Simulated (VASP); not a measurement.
# Mo (I4/mmm) in VASP: notebook

Runs on Mo. Level: PBE. Tasks: single point.

Program: VASP 6.6.1. These are calculated values, not measurements. Logs are shortened: lines on timing, memory, paths and dates and some standing lists are left out, and cuts for length are marked.

## (1) The cell of the first run

It takes space group I4/mmm (No. 139, tetragonal). The conventional cell has a = 3.081 Å, b = 3.081 Å, c = 3.239 Å, α = 90.00°, β = 90.00°, γ = 90.00°. Within 3.6 Å of Mo (site symmetry 4/mmm) lie 14 Mo at 2.71 to 3.24 Å.

## (2) Single point, PBE (strain -0.025 along x and y, +0.025 along z)

Input file INCAR:

```
SYSTEM = Mo
ALGO     = Fast           ! electronic algorithm
EDIFF    = 1E-7           ! SCF threshold, eV
ENCUT    = 520            ! plane-wave cutoff, eV
GGA      = PE             ! functional
ISIF     = 2              ! what is computed and relaxed
ISMEAR   = 0              ! smearing method
LASPH    = .True.         ! aspherical terms in the spheres
LCHARG   = .True.         ! write CHGCAR
LELF     = .True.         ! ELF
LREAL    = .False.        ! projectors in reciprocal space
LVHAR    = .True.       
LWAVE    = .False.        ! write WAVECAR
NBANDS   = 13             ! bands
NELM     = 80             ! most SCF steps
PREC     = Accurate       ! precision mode
SIGMA    = 0.15           ! smearing width, eV
```

Input file KPOINTS:

```
k-points
0
Gamma
  26 26 26
  0 0 0
```

Input file POSCAR:

```
Mo
1.0
   -1.5407139493      1.5407139493      1.6197249211
    1.5407139493     -1.5407139493      1.6197249211
    1.5407139493      1.5407139493     -1.6197249211
Mo
1
Direct
    0.0000000000      0.0000000000      0.0000000000
```

Potentials or basis: VASP PAW PBE potentials, release 64 (Mo_sv).

On the command line:

```sh
$ cat potpaw_PBE.64/Mo_sv/POTCAR > POTCAR
$ mpirun -np 1 vasp_std > vasp.out
```

OUTCAR:

```text
SYSTEM = Mo
   EDIFF = 1E-7
   ENCUT = 520
   GGA = PE
   ISIF = 2
   ISMEAR = 0
   LASPH = .True.
   LREAL = .False.
   NELM = 80
   PREC = Accurate

 ion  position               nearest neighbor table
   1  0.000  0.000  0.000-

  LATTYP: Found a body centered tetragonal cell.
 ALAT       =     3.0814278986
 C/A-ratio  =     1.0512820513

  Lattice vectors:

 A1 = (  -1.5407139493,   1.5407139493,   1.6197249211)
 A2 = (   1.5407139493,  -1.5407139493,   1.6197249211)
 A3 = (   1.5407139493,   1.5407139493,  -1.6197249211)

Analysis of symmetry for initial positions (statically):
=====================================================================
 Subroutine PRICEL returns:
 Original cell was already a primitive cell.

 Routine SETGRP: Setting up the symmetry group for a
 body centered tetragonal supercell.

 Subroutine GETGRP returns: Found 16 space group operations
 (whereof 16 operations were pure point group operations)
 out of a pool of 16 trial point group operations.

The static configuration has the point symmetry D_4h.

Analysis of symmetry for dynamics (positions and initial velocities):
=====================================================================
 Subroutine PRICEL returns:
 Original cell was already a primitive cell.

 Routine SETGRP: Setting up the symmetry group for a
 body centered tetragonal supercell.

 Subroutine GETGRP returns: Found 16 space group operations
 (whereof 16 operations were pure point group operations)
 out of a pool of 16 trial point group operations.

The dynamic configuration has the point symmetry D_4h.

 Subroutine INISYM returns: Found 16 space group operations
 (whereof 16 operations are pure point group operations),
 and found     1 'primitive' translations

----------------------------------------------------------------------------------------

                                     Primitive cell

  volume of cell :      15.3796

  direct lattice vectors                    reciprocal lattice vectors
    -1.540713949  1.540713949  1.619724921     0.000000000  0.324524874  0.308694392
     1.540713949 -1.540713949  1.619724921     0.324524874  0.000000000  0.308694392
     1.540713949  1.540713949 -1.619724921     0.324524874  0.324524874  0.000000000

  length of vectors
     2.714978410  2.714978410  2.714978410     0.447893538  0.447893538  0.458947478

  position of ions in fractional coordinates (direct lattice)
     0.000000000  0.000000000  0.000000000

  ion indices of the primitive-cell ions
   primitive index   ion index
                 1           1

----------------------------------------------------------------------------------------

 KPOINTS: k-points

Automatic generation of k-mesh.
 Grid dimensions read from file:
 generate k-points for:   26   26   26

 Generating k-lattice:

  Cartesian coordinates                     Fractional coordinates (reciprocal lattice)
     0.000000000  0.012481726  0.011872861     0.038461538  0.000000000 -0.000000000
     0.012481726  0.000000000  0.011872861     0.000000000  0.038461538 -0.000000000
     0.012481726  0.012481726  0.000000000     0.000000000  0.000000000  0.038461538

  Length of vectors
     0.017226675  0.017226675  0.017651826

  Shift w.r.t. Gamma in fractional coordinates (k-lattice)
     0.000000000  0.000000000  0.000000000

 Subroutine IBZKPT returns following result:
 ===========================================

 Found   1330 irreducible k-points:

 Following reciprocal coordinates:
            Coordinates               Weight
  0.000000  0.000000  0.000000      1.000000
  0.038462  0.000000 -0.000000      8.000000
  0.076923  0.000000 -0.000000      8.000000
  0.115385  0.000000 -0.000000      8.000000
  0.153846  0.000000 -0.000000      8.000000
  0.192308  0.000000  0.000000      8.000000
[... 16 lines left out ...]
  0.346154  0.038462  0.000000     16.000000
  0.384615  0.038462 -0.000000     16.000000
 [... further k-points ...]
   k-points           NKPTS =   1330   k-points in BZ     NKDIM =   1330   number of bands    NBANDS=     13
   number of dos      NEDOS =    301   number of ions     NIONS =      1
   total plane-waves  NPLWV =   8000
   dimension x,y,z NGX =    20 NGY =   20 NGZ =   20
   dimension x,y,z NGXF=    40 NGYF=   40 NGZF=   40
   ions per type =               1
   NGX,Y,Z   is equivalent  to a cutoff of  12.25, 12.25, 12.25 a.u.
   NGXF,Y,Z  is equivalent  to a cutoff of  24.49, 24.49, 24.49 a.u.
 SYSTEM =  Mo
   PREC   = accura    normal or accurate (medium, high low for compatibility)
   ISTART =      0    job   : 0-new  1-cont  2-samecut
   ICHARG =      2    charge: 1-file 2-atom 10-const
   ISPIN  =      1    spin polarized calculation?
   LNONCOLLINEAR =      F non collinear calculations
   LSORBIT =      F    spin-orbit coupling
   LASPH  =      T    aspherical Exc in radial PAW
   ENCUT  =  520.0 eV  38.22 Ry    6.18 a.u.   5.05  5.05  5.05*2*pi/ulx,y,z
   NELM   =     80;   NELMIN=  2; NELMDL= -5     # of ELM steps
   EDIFF  = 0.1E-06   stopping-criterion for ELM
   LREAL  =      F    real-space projection
   EDIFFG = 0.1E-05   stopping-criterion for IOM
   NSW    =      0    number of steps for IOM
   IBRION =     -1    ionic relax: 0-MD 1-quasi-New 2-CG
   NFREE  =      0    steps in history (QN), initial steepest desc. (CG)
   ISIF   =      2    stress and relaxation
   ISYM   =      2    0-nonsym 1-usesym 2-fastsym
   POTIM  = 0.5000    time-step for ionic-motion
   TEBEG  =    0.0;   TEEND  =   0.0 temperature during run
   PSTRESS=    0.0 pullay stress
   NELECT =      14.0000    total number of electrons
   NUPDOWN=      -1.0000    fix difference up-down
   EMIN   =  10.00;   EMAX   =-10.00  energy-range for DOS
   EFERMI =   0.00;   METHOD = LEGACY
   ISMEAR =     0;   SIGMA  =   0.15  broadening in eV -4-tet -1-fermi 0-gaus
   EFERMI_NEDOS =   21; number of points for ismear=-14 and -15
   IALGO  =     68    algorithm
   IMIX   =      4    mixing-type and parameters
     AMIX     =   0.40;   BMIX     =  1.00
     AMIX_MAG =   1.60;   BMIX_MAG =  1.00
  volume/ion in A,a.u.               =      15.38       103.79
  Fermi-wavevector in a.u.,A,eV,Ry     =   1.586606  2.998251 34.250197  2.517318
  Thomas-Fermi vector in A             =   2.685891
   LORBIT       =      0    0 simple, 1 ext, 2 COOP (PROOUT), +10 PAW based schemes
   GGA     = PE    functional components
   LHFCALC =     F    Hartree Fock is set to
   AEXX    =    0.0000 exact exchange contribution
   IVDW    =     0    specifies the selected vdW correction
   LEPSILON=     F    determine dielectric tensor
   LRPA    =     F    only Hartree local field effects (RPA)
 non-spin polarized calculation
 RMM-DIIS sequential band-by-band and
 Gauss-broadening in eV      SIGMA  =   0.15
  energy-cutoff  :      520.00
  volume of cell :       15.38
 maximum number of plane-waves:       428
   NGX = 11   NGY = 11   NGZ = 11

 number of electron      14.0000002 magnetization

 Free energy of the ion-electron system (eV)
  ---------------------------------------------------
  ext. energy  EPLUGINS =         0.00000000
  ---------------------------------------------------
  free energy    TOTEN  =       -10.90349733 eV

  energy without entropy =      -10.89664377  energy(sigma->0) =      -10.90007055

 E-fermi :  12.8579     XC(G=0): -13.4817

 val. band max:       12.8568744770   @ k =   0.3846   0.1154   0.0385
 cond. band min:      12.8585565171   @ k =  -0.3077   0.3077   0.1923
 fundamental gap:      0.0016820402
 Fermi energy:        12.8579329764

 k-point     1 :       0.0000    0.0000    0.0000
  band No.  band energies     occupation
      1     -48.4217      2.00000
      2     -21.6577      2.00000
      3     -21.6460      2.00000
      4     -21.6460      2.00000
      5       5.5692      2.00000
      6      11.2992      2.00000
      7      11.2992      2.00000
      8      11.8630      2.00000
      9      14.1566      0.00000
     10      14.8840      0.00000
     11      27.1122      0.00000
     12      28.0639      0.00000
     13      28.0639      0.00000

 k-point     2 :       0.0385    0.0000   -0.0000
  band No.  band energies     occupation
      1     -48.4177      2.00000
      2     -21.6761      2.00000
      3     -21.6527      2.00000
      4     -21.6507      2.00000
      5       5.6356      2.00000
      6      11.2961      2.00000
      7      11.3126      2.00000
      8      11.8746      2.00000
      9      14.1171      0.00000
     10      14.8627      0.00000
     11      27.2186      0.00000
     12      28.1448      0.00000
     13      28.1744      0.00000

 k-point     3 :       0.0769    0.0000   -0.0000
  band No.  band energies     occupation
      1     -48.4061      2.00000
      2     -21.7428      2.00000
      3     -21.6724      2.00000
      4     -21.6518      2.00000
      5       5.8300      2.00000
      6      11.2824      2.00000
      7      11.3075      2.00000
      8      11.9575      2.00000
      9      14.0080      0.00000
     10      14.8140      0.00000
     11      27.4943      0.00000
     12      28.3832      0.00000
     13      28.5013      0.00000

 k-point     4 :       0.1154    0.0000   -0.0000
  band No.  band energies     occupation
      1     -48.3874      2.00000
      2     -21.8500      2.00000
      3     -21.7038      2.00000
      4     -21.6521      2.00000
      5       6.1378      2.00000
      6      11.2147      2.00000
      7      11.2479      2.00000
      8      12.1882      2.00000
      9      13.8649      0.00000
     10      14.7646      0.00000
     11      27.8213      0.00000
     12      28.7515      0.00000
     13      29.0322      0.00000

 k-point     5 :       0.1538    0.0000   -0.0000
  band No.  band energies     occupation
      1     -48.3626      2.00000
      2     -21.9897      2.00000
      3     -21.7449      2.00000
      4     -21.6523      2.00000
      5       6.5311      2.00000
      6      11.0427      2.00000
      7      11.1888      2.00000
      8      12.5675      1.99382
      9      13.7453      0.00000
     10      14.7312      0.00000
     11      28.0507      0.00000
     12      29.1517      0.00000
     13      29.7485      0.00000
[... 257 lines left out ...]
 k-point    22 :       0.3077    0.0385   -0.0000
  band No.  band energies     occupation
      1     -48.2178      2.00000
      2     -22.7511      2.00000
      3     -21.9794      2.00000
      4     -21.6593      2.00000
      5       7.8086      2.00000
      6      10.0621      2.00000
      7      11.8817      2.00000
      8      14.0444      0.00000
      9      14.8720      0.00000
     10      15.5627      0.00000
     11      26.3046      0.00000
     12      27.7128      0.00000
     13      34.0822      0.00000

 k-point    23 :       0.3462    0.0385    0.0000
  band No.  band energies     occupation
      1     -48.1899      2.00000
      2     -22.8902      2.00000
      3     -22.0236      2.00000
      4     -21.6601      2.00000
      5       7.7468      2.00000
      6       9.8918      2.00000
      7      12.5003      1.99925
      8      14.1668      0.00000
      9      15.0066      0.00000
     10      16.2883      0.00000
     11      25.7299      0.00000
     12      26.8095      0.00000
     13      33.0064      0.00000

 k-point    24 :       0.3846    0.0385   -0.0000
  band No.  band energies     occupation
      1     -48.1672      2.00000
      2     -23.0014      2.00000
      3     -22.0589      2.00000
      4     -21.6609      2.00000
      5       7.6505      2.00000
      6       9.7579      2.00000
      7      13.1467      0.00648
      8      14.2229      0.00000
      9      15.1780      0.00000
     10      16.9467      0.00000
     11      25.2428      0.00000
     12      25.9773      0.00000
     13      31.9254      0.00000

 [... further k-points ...]

------------------------ aborting loop because EDIFF is reached ----------------------------------------

  FORCE on cell =-STRESS in cart. coord.  units (eV):
  Direction    XX          YY          ZZ          XY          YZ          ZX
  --------------------------------------------------------------------------------------
  -------------------------------------------------------------------------------------
  Total        1.2695071      1.2695071     -0.2025157      0.0000000      0.0000000     -0.0000000
  in kB      132.2514439    132.2514439    -21.0971632      0.0000000      0.0000000     -0.0000000
  external PRESSURE =      81.1352415 kB  Pullay stress =       0.0000000 kB

 VOLUME and BASIS-vectors are now :
 -----------------------------------------------------------------------------
  energy-cutoff  :      520.00
  volume of cell :       15.38
      direct lattice vectors                 reciprocal lattice vectors
    -1.540713949  1.540713949  1.619724921     0.000000000  0.324524874  0.308694392
     1.540713949 -1.540713949  1.619724921     0.324524874  0.000000000  0.308694392
     1.540713949  1.540713949 -1.619724921     0.324524874  0.324524874  0.000000000

 POSITION                                       TOTAL-FORCE (eV/Angst)
 -----------------------------------------------------------------------------------
      0.00000      0.00000      0.00000         0.000000      0.000000      0.000000
 -----------------------------------------------------------------------------------
    total drift:                                0.000000      0.000000      0.000000

  FREE ENERGIE OF THE ION-ELECTRON SYSTEM (eV)
  ---------------------------------------------------
  free  energy   TOTEN  =       -10.9034973299 eV

  energy  without entropy=      -10.8966437701  energy(sigma->0) =      -10.90007055
```

Wall time 4.4 min (1 thread of Intel Xeon Platinum 8259CL at 2.50GHz (Skylake/Cascade Lake), shared host); peak memory 0.34 GiB.

Results:

- Free energy: -10.9035 eV
- Pressure: 8.1 GPa
- Band gap on the k mesh: zero (bands 7 and 8 overlap by 5.03 eV)

Caveat: the cell differs from its parent crystal (strain -0.025 along x and y, +0.025 along z); the stress differs along the axes, from -2 to 13 GPa.

## (3) Single point, PBE (strain +0.000 along x and y, +0.025 along z)

Input file INCAR:

```
SYSTEM = Mo
PREC = Accurate ; ENCUT = 520
EDIFF = 1E-6 ; ISMEAR = 0
SIGMA = 0.15 ; LREAL = .FALSE.
LASPH = .TRUE. ; NELM = 60
ALGO = Fast ; ISIF = 2
LWAVE = .FALSE. ; LCHARG = .TRUE.
GGA = PE ; LELF = .TRUE.
LVHAR = .TRUE. ; NBANDS = 13
```

Input file KPOINTS:

```
regular mesh
0
G
  26 26 26
  0 0 0
```

Input file POSCAR:

```
Mo
1.0
   -1.5802194352      1.5802194352      1.6197249211
    1.5802194352     -1.5802194352      1.6197249211
    1.5802194352      1.5802194352     -1.6197249211
Mo
1
Direct
    0.0000000000      0.0000000000      0.0000000000
```

Potentials or basis: VASP PAW PBE potentials, release 64 (Mo_sv).

On the command line:

```sh
$ cat potpaw_PBE.64/Mo_sv/POTCAR > POTCAR
$ mpirun -np 1 vasp_std > vasp.out
```

Run time: 4.5 min. Hardware: 1 thread of Intel Xeon Platinum 8259CL at 2.50GHz (Skylake/Cascade Lake), shared host; peak memory 0.36 GiB.

It converged, with:

| Quantity | Value |
| --- | --- |
| Free energy | -10.9273 eV |
| Pressure | -5.4 GPa |
| Band gap on the k mesh | zero (bands 7 and 8 overlap by 4.89 eV) |

Stress tensor (GPa, compression positive):
```
 -3.07   0.00   0.00
  0.00  -3.07   0.00
  0.00   0.00 -10.09
```

Levels at points of the mesh, in eV from the Fermi level:
| k point | band 3 | band 4 | band 5 | band 6 | band 7 | band 8 | band 9 | band 10 | band 11 | band 12 |
| --- | --- | --- | --- | --- | --- | --- | --- | --- | --- | --- |
| (0.00, 0.00, 0.00) | -34.61 | -34.61 | -7.11 | -1.37 | -1.37 | -1.11 | 1.43 | 1.77 | 14.49 | 14.95 |
| (0.50, 0.00, 0.00) | -35.00 | -34.62 | -5.10 | -3.13 | 1.45 | 1.46 | 2.21 | 4.49 | 11.06 | 11.93 |
| (0.50, 0.50, 0.00) | -35.03 | -34.64 | -5.13 | -3.42 | 1.64 | 1.84 | 2.33 | 4.55 | 11.29 | 11.83 |
| (0.50, 0.50, 0.50) | -35.46 | -35.46 | -5.20 | -5.14 | 3.74 | 3.83 | 3.83 | 8.39 | 9.03 | 9.03 |

Caveat: the cell differs from its parent crystal (strain +0.000 along x and y, +0.025 along z); the stress differs along the axes, from -10 to -3 GPa.
